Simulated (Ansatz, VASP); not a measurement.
Two plane-wave programs on Hf

File INCAR:

```
PREC = Accurate ; ENCUT = 520
EDIFF = 1E-6 ; ISMEAR = 0
SIGMA = 0.15 ; LREAL = False
LASPH = True ; NELM = 80
ALGO = Normal ; ISIF = 2
LWAVE = False ; LCHARG = True
GGA = PE ; LELF = True
LVHAR = True ; NBANDS = 11
```

File KPOINTS:

```
Automatic mesh
0
Gamma
  18 18 18
```

Contents of POSCAR:

```
Hf
1.0
   -1.8050000000      1.8050000000      1.8591500000
    1.8050000000     -1.8050000000      1.8591500000
    1.8050000000      1.8050000000     -1.8591500000
Hf
1
Direct
    0.0000000000      0.0000000000      0.0000000000
```

Input for Ansatz:

```yaml
crystal:
  lattice:
    - [-1.805, 1.805, 1.85915]
    - [1.805, -1.805, 1.85915]
    - [1.805, 1.805, -1.85915]
  atoms:
    - { symbol: Hf, position: [0.0, 0.0, 0.0] }
basis:
  ecutwfc: 420
kpoints:
  mp_grid: { grid: [18, 18, 18] }
hamiltonian:
  xc: pbe
scf:
  occupations: { method: gaussian, width: 0.15 }
output:
  forces: true
  stress: true
  eigenvalues: true
```

Change from the starting cell: strain +0.000 along x and y, +0.030 along z, atoms carried along.

Alike in both runs: task single point; functional PBE; k mesh 18 × 18 × 18; occupations gaussian, width 0.15 eV; no spin polarisation.

|  | VASP | Ansatz |
| --- | --- | --- |
| version | VASP 6.6.1 | Ansatz 0.2.0 |
| potentials or method | VASP PAW PBE potentials, release 64 (Hf_pv), cutoff 520 eV | scalar-relativistic, plane waves, PAW |
| valence electrons in the cell | 10 | 26 |

|  | VASP | Ansatz | Ansatz less VASP |
| --- | --- | --- | --- |
| gap on the k mesh at the Fermi level (eV) | none | none | - |
| pressure (GPa) | -7.5 | -7.2 | +0.36 |
| traceless stress, the component that is largest in VASP (GPa) | 0.92 | 0.90 | -0.022 |

A gap of «none» marks a metal or a gap that the smearing closes. VASP's potentials hold 10 valence electrons a cell and Ansatz's 26, so a difference there can come from the potentials and not from the codes.

Neither program's run includes spin-orbit coupling.
